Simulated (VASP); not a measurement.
# BaZrO3: single point with r2SCAN

The system is BaZrO3.

```xyz
5
Lattice="4.4156 0.0000 0.0000 0.0000 4.2054 0.0000 0.0000 0.0000 4.2054" Properties=species:S:1:pos:R:3 pbc="T T T"
Ba    0.0000    0.0000    0.0000
Zr    2.2078    2.1027    2.1027
O     2.2078    2.1027    0.0000
O     2.2078    0.0000    2.1027
O     0.0000    2.1027    2.1027
```

This cell differs from its parent crystal: uniaxial x strain +5.0%.

```json
{
 "Program": "VASP 6.6.1",
 "Task": "single point",
 "Functional": "r2SCAN",
 "Potentials or basis": "VASP PAW PBE potentials, release 64 (Ba_sv, Zr_sv, O)",
 "Cutoff": "520 eV",
 "k mesh": "6 × 6 × 6",
 "Occupations": "gaussian, width 0.01 eV",
 "Spin": "no spin polarisation"
}
```

| Property | Result |
| --- | --- |
| Pressure | -5.8 GPa |
| Band gap on the k mesh | 3.45 eV (least direct gap 3.77 eV) |

Stress tensor (GPa, compression positive):
```
-11.63   0.00   0.00
  0.00  -2.90   0.00
  0.00   0.00  -2.90
```

Levels at points of the mesh, in eV from the valence-band top:
```csv
k point,band 17,band 18,band 19,band 20,band 21,band 22,band 23,band 24
"(0.00, 0.00, 0.00)",-0.90,-0.38,-0.31,-0.31,3.45,3.45,3.65,4.86
"(0.50, 0.00, 0.00)",-1.37,-1.37,-0.57,-0.57,3.96,5.44,5.44,6.33
"(0.00, 0.50, 0.00)",-1.74,-1.55,-0.61,-0.58,3.88,5.94,6.00,6.82
"(0.50, 0.50, 0.00)",-1.10,-1.09,-0.95,-0.17,5.46,5.95,6.46,6.78
"(0.00, 0.50, 0.50)",-1.05,-0.77,-0.77,-0.05,5.90,5.90,6.51,6.90
"(0.50, 0.50, 0.50)",-2.45,-0.06,-0.06,0.00,6.24,6.24,6.51,6.89
```

Wall time 5.9 min on 1 thread of Intel Xeon 8259CL (shared host), peak memory 0.25 GiB.

Caveat: the cell differs from its parent crystal (uniaxial x strain +5.0%); the stress differs along the axes, from -12 to -3 GPa; the PAW data sets were made with another functional, which shifts forces and pressure a little; spin-orbit coupling is left out, which moves the levels of the heavy elements. A k mesh can miss the band edges.
